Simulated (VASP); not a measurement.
The system is In6O.

```
In O
1.0
     6.70104    0.00000    0.00000
    -3.35052    5.80327    0.00000
     0.00000    0.00000    4.39295
In O
6 1
Direct
  0.30372 0.00000 0.81718
  0.00000 0.30372 0.81718
  0.69628 0.69628 0.81718
  0.00000 0.69628 0.18282
  0.69628 0.00000 0.18282
  0.30372 0.30372 0.18282
  0.00000 0.00000 0.50000
```

- Program: VASP 6.6.1
- Task: relaxation of cell and atoms
- Functional: PBE
- Potentials or basis: VASP PAW PBE potentials, release 64 (In_d, O)
- Cutoff: 600 eV
- k mesh: 3 × 3 × 4
- Occupations: gaussian, width 0.2 eV
- Spin: no spin polarisation

At the start: pressure 10.4 GPa; volume 24.40 Å³/atom.

**Question.** Where does the relaxation end?

**Answer.** Over 19 steps the energy falls by 492.5 meV/atom and the volume is 25.10 Å³/atom (+2.8 %); space group P-31m (No. 162, to 0.05 Å).

The path:
| step | energy change (eV) | largest force (eV/Å) | pressure (GPa) | volume (Å³) |
| --- | --- | --- | --- | --- |
| 1 | 0.0000 | 3.8600 | 10.38 | 170.83 |
| 2 | -2.4760 | 0.7445 | -3.55 | 213.00 |
| 3 | -2.5031 | 0.8901 | -2.85 | 206.98 |
| 4 | -2.9237 | 0.5998 | -1.72 | 195.57 |
| 5 | -3.1385 | 0.3865 | 0.97 | 179.99 |
| 6 | -3.1433 | 0.3331 | 0.50 | 182.21 |
| 7 | -3.1435 | 0.3410 | 0.57 | 181.74 |
| 8 | -3.1930 | 0.2414 | 0.13 | 182.62 |
| 9 | -3.2323 | 0.2058 | -0.47 | 184.02 |
| 10 | -3.2371 | 0.2178 | -0.74 | 184.62 |
| 11 | -3.2910 | 0.2019 | -0.36 | 180.71 |
| 12 | -3.3583 | 0.1420 | 0.43 | 173.97 |
| 13 | -3.2527 | 0.2712 | 3.33 | 160.17 |
| 14 | -3.3872 | 0.1223 | 1.11 | 169.87 |
| 15 | -3.4168 | 0.1610 | 0.53 | 170.88 |
| 16 | -3.4170 | 0.1733 | 0.47 | 170.98 |
| 17 | -3.4295 | 0.1448 | 0.15 | 172.64 |
| 18 | -3.4398 | 0.0835 | -0.56 | 176.74 |
| 19 | -3.4478 | 0.0578 | -0.20 | 175.68 |

Final structure:
```
In O
1.0
     6.27032    0.00000    0.00000
    -3.13516    5.43026    0.00000
     0.00000    0.00000    5.15965
In O
6 1
Direct
  0.33562 0.00000 0.75278
  0.00000 0.33562 0.75278
  0.66438 0.66438 0.75278
  0.00000 0.66438 0.24722
  0.66438 0.00000 0.24722
  0.33562 0.33562 0.24722
  0.00000 0.00000 0.50000
```

Caveat: the k points lie up to 0.39 Å⁻¹ apart in the final cell; the relaxation stopped at a loose force limit of 0.08 eV/Å, so its end isn't a converged minimum.
